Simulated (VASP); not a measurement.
# Sr (I4/mcm) in VASP: single point with PBEsol

Aim: the single point of Sr with PBEsol.

All numbers are computed with VASP 6.6.1; they aren't measurements. Logs are shortened: lines on timing, memory, paths and dates and some standing lists are left out, and cuts for length are marked.

### Step 1. The cell of the first run

The structure is tetragonal, space group I4/mcm (No. 140). Conventional cell: a = 7.966 Å, b = 7.966 Å, c = 7.030 Å, α = 90.00°, β = 90.00°, γ = 90.00°. Within 5.1 Å of Sr (site symmetry m2m) lie 11 Sr at 3.85 to 4.45 Å.

### Step 2. Single point, PBEsol

INCAR reads:

```
SYSTEM = Sr
ALGO = Fast
EDIFF = 1E-6
ENCUT = 520
GGA = PS
ISIF = 2
ISMEAR = 0
LASPH = .True.
LCHARG = .False.
LREAL = .False.
LWAVE = .False.
NBANDS = 28
NELM = 60
PREC = Accurate
SIGMA = 0.1
```

KPOINTS reads:

```
k-points
0
Gamma
  10 10 10
  0 0 0
```

POSCAR reads:

```
Sr
1.0
   -3.9830899746      3.9830899746      3.5149594203
    3.9830899746     -3.9830899746      3.5149594203
    3.9830899746      3.9830899746     -3.5149594203
Sr
4
Direct
    0.1709823144      0.6709823144      0.8419646288
    0.8290176856      0.3290176856      0.1580353712
    0.6709823144      0.8290176856      0.5000000000
    0.3290176856      0.1709823144      0.5000000000
```

Potentials or basis: VASP PAW PBE potentials, release 64 (Sr_sv).

Started as:

```bash
cat potpaw_PBE.64/Sr_sv/POTCAR > POTCAR
mpirun -np 1 vasp_std > vasp.out
```

OUTCAR:

```text
SYSTEM = Sr
   EDIFF = 1E-6
   ENCUT = 520
   GGA = PS
   ISIF = 2
   ISMEAR = 0
   LASPH = .True.
   LREAL = .False.
   NELM = 60
   PREC = Accurate

 ion  position               nearest neighbor table
   1  0.171  0.671  0.842-   2 3.85   2 3.94   2 3.94   3 4.18   4 4.18   4 4.18   3 4.18   4 4.45
                             3 4.45   3 4.45   4 4.45
   2  0.829  0.329  0.158-   1 3.85   1 3.94   1 3.94   4 4.18   3 4.18   4 4.18   3 4.18   3 4.45
                             4 4.45   4 4.45   3 4.45
   3  0.671  0.829  0.500-   4 3.85   4 3.94   4 3.94   2 4.18   2 4.18   1 4.18   1 4.18   1 4.45
                             1 4.45   2 4.45   2 4.45
   4  0.329  0.171  0.500-   3 3.85   3 3.94   3 3.94   2 4.18   1 4.18   2 4.18   1 4.18   2 4.45
                             1 4.45   1 4.45   2 4.45

  LATTYP: Found a body centered tetragonal cell.
 ALAT       =     7.9661799492
 C/A-ratio  =     0.8824705047

  Lattice vectors:

 A1 = (  -3.9830899746,   3.9830899746,   3.5149594203)
 A2 = (   3.9830899746,  -3.9830899746,   3.5149594203)
 A3 = (   3.9830899746,   3.9830899746,  -3.5149594203)

Analysis of symmetry for initial positions (statically):
=====================================================================
 Subroutine PRICEL returns:
 Original cell was already a primitive cell.

 Routine SETGRP: Setting up the symmetry group for a
 body centered tetragonal supercell.

 Subroutine GETGRP returns: Found 16 space group operations
 (whereof  8 operations were pure point group operations)
 out of a pool of 16 trial point group operations.

The static configuration has the point symmetry C_4h.
 The point group associated with its full space group is D_4h.

Analysis of symmetry for dynamics (positions and initial velocities):
=====================================================================
 Subroutine PRICEL returns:
 Original cell was already a primitive cell.

 Routine SETGRP: Setting up the symmetry group for a
 body centered tetragonal supercell.

 Subroutine GETGRP returns: Found 16 space group operations
 (whereof  8 operations were pure point group operations)
 out of a pool of 16 trial point group operations.

The dynamic configuration has the point symmetry C_4h.
 The point group associated with its full space group is D_4h.

 Subroutine INISYM returns: Found 16 space group operations
 (whereof  8 operations are pure point group operations),
 and found     1 'primitive' translations

----------------------------------------------------------------------------------------

                                     Primitive cell

  volume of cell :     223.0594

  direct lattice vectors                    reciprocal lattice vectors
    -3.983089975  3.983089975  3.514959420     0.000000000  0.125530682  0.142249153
     3.983089975 -3.983089975  3.514959420     0.125530682  0.000000000  0.142249153
     3.983089975  3.983089975 -3.514959420     0.125530682  0.125530682  0.000000000

  length of vectors
     6.639649932  6.639649932  6.639649932     0.189717615  0.189717615  0.177527193

  position of ions in fractional coordinates (direct lattice)
     0.170982314  0.670982314  0.841964629
     0.829017686  0.329017686  0.158035371
     0.670982314  0.829017686  0.500000000
     0.329017686  0.170982314  0.500000000

  ion indices of the primitive-cell ions
   primitive index   ion index
                 1           1
                 2           2
                 3           3
                 4           4

----------------------------------------------------------------------------------------

 KPOINTS: k-points

Automatic generation of k-mesh.
 Grid dimensions read from file:
 generate k-points for:   10   10   10

 Generating k-lattice:

  Cartesian coordinates                     Fractional coordinates (reciprocal lattice)
     0.000000000  0.012553068  0.014224915     0.100000000  0.000000000  0.000000000
     0.012553068  0.000000000  0.014224915     0.000000000  0.100000000  0.000000000
     0.012553068  0.012553068  0.000000000     0.000000000  0.000000000  0.100000000

  Length of vectors
     0.018971762  0.018971762  0.017752719

  Shift w.r.t. Gamma in fractional coordinates (k-lattice)
     0.000000000  0.000000000  0.000000000

 Subroutine IBZKPT returns following result:
 ===========================================

 Found    102 irreducible k-points:

 Following reciprocal coordinates:
            Coordinates               Weight
  0.000000  0.000000  0.000000      1.000000
  0.100000  0.000000 -0.000000      8.000000
  0.200000  0.000000 -0.000000      8.000000
  0.300000  0.000000 -0.000000      8.000000
  0.400000  0.000000 -0.000000      8.000000
  0.500000  0.000000  0.000000      4.000000
[... 16 lines left out ...]
  0.300000  0.300000 -0.000000      8.000000
  0.400000  0.300000  0.000000     16.000000
 [... further k-points ...]
   k-points           NKPTS =    102   k-points in BZ     NKDIM =    102   number of bands    NBANDS=     28
   number of dos      NEDOS =    301   number of ions     NIONS =      4
   total plane-waves  NPLWV = 125000
   dimension x,y,z NGX =    50 NGY =   50 NGZ =   50
   dimension x,y,z NGXF=   100 NGYF=  100 NGZF=  100
   ions per type =               4
   NGX,Y,Z   is equivalent  to a cutoff of  12.52, 12.52, 12.52 a.u.
   NGXF,Y,Z  is equivalent  to a cutoff of  25.04, 25.04, 25.04 a.u.
 SYSTEM =  Sr
   PREC   = accura    normal or accurate (medium, high low for compatibility)
   ISTART =      0    job   : 0-new  1-cont  2-samecut
   ICHARG =      2    charge: 1-file 2-atom 10-const
   ISPIN  =      1    spin polarized calculation?
   LNONCOLLINEAR =      F non collinear calculations
   LSORBIT =      F    spin-orbit coupling
   LASPH  =      T    aspherical Exc in radial PAW
   ENCUT  =  520.0 eV  38.22 Ry    6.18 a.u.  12.35 12.35 12.35*2*pi/ulx,y,z
   NELM   =     60;   NELMIN=  2; NELMDL= -5     # of ELM steps
   EDIFF  = 0.1E-05   stopping-criterion for ELM
   LREAL  =      F    real-space projection
   EDIFFG = 0.1E-04   stopping-criterion for IOM
   NSW    =      0    number of steps for IOM
   IBRION =     -1    ionic relax: 0-MD 1-quasi-New 2-CG
   NFREE  =      0    steps in history (QN), initial steepest desc. (CG)
   ISIF   =      2    stress and relaxation
   ISYM   =      2    0-nonsym 1-usesym 2-fastsym
   POTIM  = 0.5000    time-step for ionic-motion
   TEBEG  =    0.0;   TEEND  =   0.0 temperature during run
   PSTRESS=    0.0 pullay stress
   NELECT =      40.0000    total number of electrons
   NUPDOWN=      -1.0000    fix difference up-down
   EMIN   =  10.00;   EMAX   =-10.00  energy-range for DOS
   EFERMI =   0.00;   METHOD = LEGACY
   ISMEAR =     0;   SIGMA  =   0.10  broadening in eV -4-tet -1-fermi 0-gaus
   EFERMI_NEDOS =   21; number of points for ismear=-14 and -15
   IALGO  =     68    algorithm
   IMIX   =      4    mixing-type and parameters
     AMIX     =   0.40;   BMIX     =  1.00
     AMIX_MAG =   1.60;   BMIX_MAG =  1.00
  volume/ion in A,a.u.               =      55.76       376.32
  Fermi-wavevector in a.u.,A,eV,Ry     =   0.923183  1.744564 11.595804  0.852268
  Thomas-Fermi vector in A             =   2.048792
   LORBIT       =      0    0 simple, 1 ext, 2 COOP (PROOUT), +10 PAW based schemes
   GGA     = PS    functional components
   LHFCALC =     F    Hartree Fock is set to
   AEXX    =    0.0000 exact exchange contribution
   IVDW    =     0    specifies the selected vdW correction
   LEPSILON=     F    determine dielectric tensor
   LRPA    =     F    only Hartree local field effects (RPA)
 non-spin polarized calculation
 RMM-DIIS sequential band-by-band and
 Gauss-broadening in eV      SIGMA  =   0.10
  energy-cutoff  :      520.00
  volume of cell :      223.06
 maximum number of plane-waves:      6029
 NGX is ok and might be reduce to    50
   NGX = 25   NGY = 25   NGZ = 25

 number of electron      40.0000000 magnetization

 Free energy of the ion-electron system (eV)
  ---------------------------------------------------
  ext. energy  EPLUGINS =         0.00000000
  ---------------------------------------------------
  free energy    TOTEN  =        -6.77221471 eV

  energy without entropy =       -6.75113257  energy(sigma->0) =       -6.76167364

 E-fermi :   1.3761     XC(G=0):  -7.3574

 val. band max:        1.3730105168   @ k =   0.1000   0.1000  -0.0000
 cond. band min:       1.3775498001   @ k =  -0.3000   0.3000   0.0000
 fundamental gap:      0.0045392833
 Fermi energy:         1.3761063485

 k-point     1 :       0.0000    0.0000    0.0000
  band No.  band energies     occupation
      1     -35.1515      2.00000
      2     -35.1335      2.00000
      3     -35.1198      2.00000
      4     -35.1198      2.00000
      5     -17.2738      2.00000
      6     -17.2097      2.00000
[... 20 lines left out ...]
     27       2.7136      0.00000
     28       3.3766      0.00000

 k-point     2 :       0.1000    0.0000   -0.0000
  band No.  band energies     occupation
      1     -35.1507      2.00000
      2     -35.1334      2.00000
      3     -35.1204      2.00000
      4     -35.1202      2.00000
      5     -17.2753      2.00000
      6     -17.2189      2.00000
[... 20 lines left out ...]
     27       2.9587      0.00000
     28       3.3517      0.00000

 k-point     3 :       0.2000    0.0000   -0.0000
  band No.  band energies     occupation
      1     -35.1484      2.00000
      2     -35.1330      2.00000
      3     -35.1220      2.00000
      4     -35.1212      2.00000
      5     -17.2784      2.00000
      6     -17.2361      2.00000
[... 20 lines left out ...]
     27       3.1307      0.00000
     28       3.2466      0.00000

 k-point     4 :       0.3000    0.0000   -0.0000
  band No.  band energies     occupation
      1     -35.1450      2.00000
      2     -35.1328      2.00000
      3     -35.1243      2.00000
      4     -35.1227      2.00000
      5     -17.2804      2.00000
      6     -17.2522      2.00000
[... 578 lines left out ...]
     27       2.9850      0.00000
     28       3.5135      0.00000

 k-point    23 :       0.3000    0.3000   -0.0000
  band No.  band energies     occupation
      1     -35.1369      2.00000
      2     -35.1345      2.00000
      3     -35.1288      2.00000
      4     -35.1245      2.00000
      5     -17.2828      2.00000
      6     -17.2296      2.00000
[... 20 lines left out ...]
     27       3.1758      0.00000
     28       3.2996      0.00000

 k-point    24 :       0.4000    0.3000    0.0000
  band No.  band energies     occupation
      1     -35.1390      2.00000
      2     -35.1328      2.00000
      3     -35.1300      2.00000
      4     -35.1229      2.00000
      5     -17.2731      2.00000
      6     -17.2288      2.00000
[... 20 lines left out ...]
     27       3.1155      0.00000
     28       3.1971      0.00000

 [... further k-points ...]
[... 5 lines left out ...]
  --------------------------------------------------------------------------------------
  -------------------------------------------------------------------------------------
  Total        0.0258061      0.0258061     -0.0268833      0.0000000      0.0000000      0.0000000
  in kB        0.1853582      0.1853582     -0.1930957      0.0000000      0.0000000      0.0000000
  external PRESSURE =       0.0592069 kB  Pullay stress =       0.0000000 kB

 VOLUME and BASIS-vectors are now :
 -----------------------------------------------------------------------------
  energy-cutoff  :      520.00
  volume of cell :      223.06
      direct lattice vectors                 reciprocal lattice vectors
    -3.983089975  3.983089975  3.514959420     0.000000000  0.125530682  0.142249153
     3.983089975 -3.983089975  3.514959420     0.125530682  0.000000000  0.142249153
     3.983089975  3.983089975 -3.514959420     0.125530682  0.125530682  0.000000000

 POSITION                                       TOTAL-FORCE (eV/Angst)
 -----------------------------------------------------------------------------------
      5.34517      1.36208      0.00000        -0.000013     -0.000013     -0.000000
     -1.36208      2.62101      3.51496         0.000013      0.000013      0.000000
      2.62101      1.36208      3.51496         0.000013     -0.000013     -0.000000
      1.36208      2.62101      0.00000        -0.000013      0.000013     -0.000000
 -----------------------------------------------------------------------------------
    total drift:                                0.000000     -0.000000      0.000000

  FREE ENERGIE OF THE ION-ELECTRON SYSTEM (eV)
  ---------------------------------------------------
  free  energy   TOTEN  =        -6.7722147076 eV

  energy  without entropy=       -6.7511325725  energy(sigma->0) =       -6.76167364
```

Run time: 9.8 min. Hardware: 1 thread of Intel Xeon 6975P-C (Granite Rapids), shared host; peak memory 0.67 GiB.

What came out:

```
Free energy            : -6.7722 eV
Pressure               : 0.0 GPa
Band gap on the k mesh : zero (bands 20 and 21 overlap by 0.53 eV)
```

Caveat: the PAW data sets were made with another functional, which shifts forces and pressure a little.
